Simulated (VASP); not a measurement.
LuTa2:

```
CELL_PARAMETERS angstrom
3.75534 0.00000 0.00000
0.00000 3.75534 0.00000
0.00000 0.00000 7.60536
ATOMIC_POSITIONS crystal
Lu 0.00000 0.50000 0.72849
Lu 0.50000 0.00000 0.27151
Ta 0.00000 0.00000 0.00000
Ta 0.50000 0.50000 0.00000
Ta 0.00000 0.50000 0.37093
Ta 0.50000 0.00000 0.62907
```

The cell was generated, and may not be a known phase.

```yaml
Program: VASP 6.6.1
Task: relaxation of cell and atoms
Functional: PBE
Potentials_or_basis: VASP PAW PBE potentials, release 64 (Lu, Ta_pv)
Cutoff: 600 eV
k_mesh: 4 × 4 × 2
Occupations: gaussian, width 0.1 eV
Spin: no spin polarisation
```

At the start: pressure 29.1 GPa; volume 17.88 Å³/atom.

Problem. How do energy, volume and symmetry change on relaxing?

Solution. Over 43 steps the energy falls by 517.6 meV/atom and the volume is 23.72 Å³/atom (+32.7 %); space group P4/nmm (No. 129, to 0.1 Å) before and after.

Step by step:
```tsv
step	energy change (eV)	largest force (eV/Å)	pressure (GPa)	volume (Å³)
1	0.0000	0.8230	29.05	107.26
3	-1.6588	0.1075	-0.66	129.80
5	-1.3168	0.2874	10.34	117.85
7	-1.6667	0.1170	0.21	128.34
9	-1.6688	0.5346	-0.08	129.15
11	-1.6709	0.3712	0.03	128.84
13	-1.6747	0.4480	0.13	129.00
15	-1.6956	0.6869	-0.17	129.65
17	-1.8191	1.4128	-0.32	131.98
19	-1.9472	2.9717	8.95	137.67
21	-2.4119	2.5543	5.43	136.81
23	-2.4556	2.4434	4.58	136.51
25	-2.8293	1.0513	-3.04	146.02
27	-3.0431	0.5094	1.58	140.22
29	-3.0865	0.2708	0.60	141.70
31	-3.1028	0.1353	-0.23	142.87
33	-3.1041	0.0376	-0.25	142.85
35	-3.1045	0.0521	0.11	142.41
37	-3.1044	0.0442	-0.04	142.65
39	-3.1045	0.0492	0.00	142.49
41	-3.1045	0.0503	0.02	142.46
43	-3.1055	0.0278	-0.07	142.33
```

Final structure:
```cif
data_structure
_symmetry_space_group_name_H-M 'P 1'
_symmetry_Int_Tables_number 1
_cell_length_a 3.7028
_cell_length_b 3.7028
_cell_length_c 10.3809
_cell_angle_alpha 90.000
_cell_angle_beta 90.000
_cell_angle_gamma 90.000
_cell_volume 142.33
loop_
_atom_site_label
_atom_site_type_symbol
_atom_site_fract_x
_atom_site_fract_y
_atom_site_fract_z
_atom_site_occupancy
Lu1 Lu 0.00000 0.50000 0.74523 1
Lu2 Lu 0.50000 0.00000 0.25477 1
Ta1 Ta 0.00000 0.00000 0.00000 1
Ta2 Ta 0.50000 0.50000 0.00000 1
Ta3 Ta 0.00000 0.50000 0.45011 1
Ta4 Ta 0.50000 0.00000 0.54989 1
```

Caveat: the k points lie up to 0.42 Å⁻¹ apart in the final cell, too coarse for converged energies and pressures of a metal; the volume moved by over 15 % at a fixed basis, so the end points are rough.
